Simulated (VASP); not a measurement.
# Li2S (Fm-3m) in VASP: a series of runs, part 2 of 2

VASP 6.6.1. The steps go on from the part before.

## (4) Single point, PBE (volume scaled by 1.10)

Input file INCAR:

```
SYSTEM = Li2S
PREC = Accurate ; ENCUT = 750
EDIFF = 1E-6 ; ISMEAR = 0
SIGMA = 0.02 ; LREAL = .False.
LASPH = .True. ; NELM = 120
ALGO = Normal ; ISIF = 2
LWAVE = .False. ; LCHARG = .True.
GGA = PE ; LELF = .True.
LVHAR = .True. ; NBANDS = 13
GGA_COMPAT = .False.
```

Input file KPOINTS:

```
Automatic mesh
0
Gamma
  8 8 8
  0 0 0
```

Input file POSCAR:

```
Li2S
1.0
    0.0000000000      2.9449051911      2.9449051911
    2.9449051911      0.0000000000      2.9449051911
    2.9449051911      2.9449051911      0.0000000000
Li S
2 1
Direct
    0.2500000000      0.2500000000      0.2500000000
    0.7500000000      0.7500000000      0.7500000000
    0.0000000000      0.0000000000      0.0000000000
```

Potentials or basis: VASP PAW PBE potentials, release 64 (Li_sv, S).

Command:

```
$ cat potpaw_PBE.64/Li_sv/POTCAR potpaw_PBE.64/S/POTCAR > POTCAR
$ mpirun -np 1 vasp_std > vasp.out
```

OUTCAR:

```text
SYSTEM = Li2S
   PREC = Accurate
   ENCUT = 750
   EDIFF = 1E-6
   ISMEAR = 0
   LREAL = .False.
   LASPH = .True.
   NELM = 120
   ISIF = 2
   GGA = PE

 ion  position               nearest neighbor table
   1  0.250  0.250  0.250-   3 2.55   3 2.55   3 2.55   3 2.55
   2  0.750  0.750  0.750-   3 2.55   3 2.55   3 2.55   3 2.55
   3  0.000  0.000  0.000-   2 2.55   2 2.55   2 2.55   1 2.55   2 2.55   1 2.55   1 2.55   1 2.55

  LATTYP: Found a face centered cubic cell.
 ALAT       =     5.8898103822

  Lattice vectors:

 A1 = (   0.0000000000,   2.9449051911,   2.9449051911)
 A2 = (   2.9449051911,   0.0000000000,   2.9449051911)
 A3 = (   2.9449051911,   2.9449051911,   0.0000000000)

Analysis of symmetry for initial positions (statically):
[... 33 lines left out ...]
                                     Primitive cell

  volume of cell :      51.0792

  direct lattice vectors                    reciprocal lattice vectors
     0.000000000  2.944905191  2.944905191    -0.169784753  0.169784753  0.169784753
     2.944905191  0.000000000  2.944905191     0.169784753 -0.169784753  0.169784753
     2.944905191  2.944905191  0.000000000     0.169784753  0.169784753 -0.169784753

  length of vectors
     4.164724861  4.164724861  4.164724861     0.294075818  0.294075818  0.294075818

  position of ions in fractional coordinates (direct lattice)
[... 149 lines left out ...]
     11      11.8062      0.00000
     12      11.8062      0.00000
     13      12.8105      0.00000
[... 354 lines left out ...]
  band No.  band energies     occupation
      1     -43.4710      2.00000
      2     -43.4710      2.00000
      3      -9.4697      2.00000
      4      -1.4013      2.00000
      5      -0.2125      2.00000
      6       0.1110      2.00000
      7       6.6289      0.00000
      8       7.1782      0.00000
      9       8.9029      0.00000
     10       9.4321      0.00000
     11      10.7766      0.00000
     12      11.9662      0.00000
     13      13.7257      0.00000

 [... further k-points ...]

------------------------ aborting loop because EDIFF is reached ----------------------------------------

  FORCE on cell =-STRESS in cart. coord.  units (eV):
  Direction    XX          YY          ZZ          XY          YZ          ZX
  --------------------------------------------------------------------------------------
  -------------------------------------------------------------------------------------
  Total       -1.0992493     -1.0992493     -1.0992493      0.0000000      0.0000000      0.0000000
  in kB      -34.4796497    -34.4796497    -34.4796497      0.0000000      0.0000000      0.0000000
  external PRESSURE =     -34.4796497 kB  Pullay stress =       0.0000000 kB

 VOLUME and BASIS-vectors are now :
 -----------------------------------------------------------------------------
  energy-cutoff  :      750.00
  volume of cell :       51.08
      direct lattice vectors                 reciprocal lattice vectors
     0.000000000  2.944905191  2.944905191    -0.169784753  0.169784753  0.169784753
     2.944905191  0.000000000  2.944905191     0.169784753 -0.169784753  0.169784753
     2.944905191  2.944905191  0.000000000     0.169784753  0.169784753 -0.169784753

 POSITION                                       TOTAL-FORCE (eV/Angst)
 -----------------------------------------------------------------------------------
      1.47245      1.47245      1.47245        -0.000000      0.000000     -0.000000
      4.41736      4.41736      4.41736         0.000000      0.000000      0.000000
      0.00000      0.00000      0.00000         0.000000     -0.000000     -0.000000
 -----------------------------------------------------------------------------------
    total drift:                                0.000000     -0.000000      0.000000

  FREE ENERGIE OF THE ION-ELECTRON SYSTEM (eV)
  ---------------------------------------------------
  free  energy   TOTEN  =       -11.9437537857 eV

  energy  without entropy=      -11.9437537857  energy(sigma->0) =      -11.94375379
```

OSZICAR:

```text
N       E                     dE             d eps       ncg     rms          rms(c)
DAV:   1     0.546901037345E+02    0.54690E+02   -0.63784E+03   754   0.114E+03
DAV:   2    -0.410480143656E+01   -0.58795E+02   -0.55165E+02   898   0.227E+02
DAV:   3    -0.120549463560E+02   -0.79501E+01   -0.79045E+01  1418   0.521E+01
DAV:   4    -0.122555133995E+02   -0.20057E+00   -0.20047E+00  1016   0.114E+01
DAV:   5    -0.122635866863E+02   -0.80733E-02   -0.80729E-02  1201   0.169E+00    0.369E+00
DAV:   6    -0.119446987917E+02    0.31889E+00   -0.57894E-01   918   0.294E+00    0.270E+00
DAV:   7    -0.119314206313E+02    0.13278E-01   -0.13468E-01  1057   0.163E+00    0.172E+00
DAV:   8    -0.119441901205E+02   -0.12769E-01   -0.32063E-02   981   0.992E-01    0.796E-01
DAV:   9    -0.119435093331E+02    0.68079E-03   -0.11081E-03  1019   0.203E-01    0.505E-01
DAV:  10    -0.119438280373E+02   -0.31870E-03   -0.24459E-03   859   0.230E-01    0.331E-01
DAV:  11    -0.119437540060E+02    0.74031E-04   -0.19620E-04  1034   0.807E-02    0.124E-01
DAV:  12    -0.119437537857E+02    0.22026E-06   -0.63988E-06  1012   0.177E-02
   1 F= -.11943754E+02 E0= -.11943754E+02  d E =-.134952E-47
```

stdout:

```text
POSCAR found type information on POSCAR LiS
 POSCAR found :  2 types and       3 ions
 scaLAPACK will be used
 LDA part: xc-table for (Slater+PW92), standard interpolation
 POSCAR, INCAR and KPOINTS ok, starting setup
 FFT: planning ... GRIDC
 FFT: planning ... GRID_SOFT
 FFT: planning ... GRID
 WAVECAR not read
 entering main loop
```

Run time: 55 s. Hardware: 1 thread of AMD EPYC 7R43 (Zen 3), shared host; peak memory 0.19 GiB.

What came out:

```yaml
Free_energy: -11.9438 eV
Pressure: -3.4 GPa
Band_gap_on_the_k_mesh: 3.43 eV, indirect (least direct gap 3.78 eV)
```

Levels at points of the mesh, in eV from the valence-band top:
| k point | band 4 | band 5 | band 6 | band 7 | band 8 | band 9 |
| --- | --- | --- | --- | --- | --- | --- |
| (0.00, 0.00, 0.00) | 0.00 | 0.00 | 0.00 | 3.78 | 6.16 | 6.16 |
| (0.50, 0.00, 0.00) | -2.57 | -0.44 | -0.44 | 5.64 | 6.51 | 6.51 |
| (0.50, 0.50, 0.00) | -1.97 | -1.24 | -1.24 | 3.43 | 6.80 | 10.38 |

 A k mesh can miss the band edges.
